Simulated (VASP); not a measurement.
The system is Fe.

```
Fe
1.0
     0.00000    1.94174    1.96511
     1.49844    0.00000    1.96511
     1.49844    1.94174    0.00000
Fe
1
Direct
  0.00000 0.00000 0.00000
```

```yaml
Program: VASP 6.6.1
Task: relaxation of cell and atoms
Functional: PBEsol
Potentials_or_basis: VASP PAW PBE potentials, release 64 (Fe)
Cutoff: 600 eV
k_mesh: 13 × 13 × 13
Occupations: fermi-dirac, width 0.05 eV
Spin: collinear spin, ferromagnetic start
Starting_moments: "[3.0] μB"
```

At the start: pressure -10.4 GPa; volume 11.44 Å³/atom.

**Question.** How do energy, volume and symmetry change on relaxing?

**Answer.** Over 11 steps the energy falls by 41.7 meV/atom and the volume is 10.79 Å³/atom (-5.6 %); space group I4/mmm (No. 139, to 0.1 Å) before, Im-3m (No. 229, to 0.1 Å); moment 2.07 μB per cell.

The path:
```tsv
step	energy change (eV)	largest force (eV/Å)	pressure (GPa)	volume (Å³)
1	0.0000	0.0000	-10.38	11.44
2	-0.0108	0.0000	13.45	10.25
3	-0.0278	0.0000	1.53	10.73
4	-0.0378	0.0000	1.72	10.71
5	-0.0407	0.0000	2.21	10.68
6	-0.0408	0.0000	2.37	10.68
7	-0.0402	0.0000	-3.10	10.94
8	-0.0417	0.0000	-0.04	10.79
9	-0.0417	0.0000	-0.17	10.79
10	-0.0417	0.0000	-0.05	10.79
11	-0.0417	0.0000	-0.06	10.79
```

Final structure:
```xyz
1
Lattice="0.0000 1.9674 1.9687 1.3929 0.0000 1.9687 1.3929 1.9674 0.0000" Properties=species:S:1:pos:R:3 pbc="T T T"
Fe    0.0000    0.0000    0.0000
```

Caveat: the PAW data sets were made with another functional, which shifts forces and pressure a little.
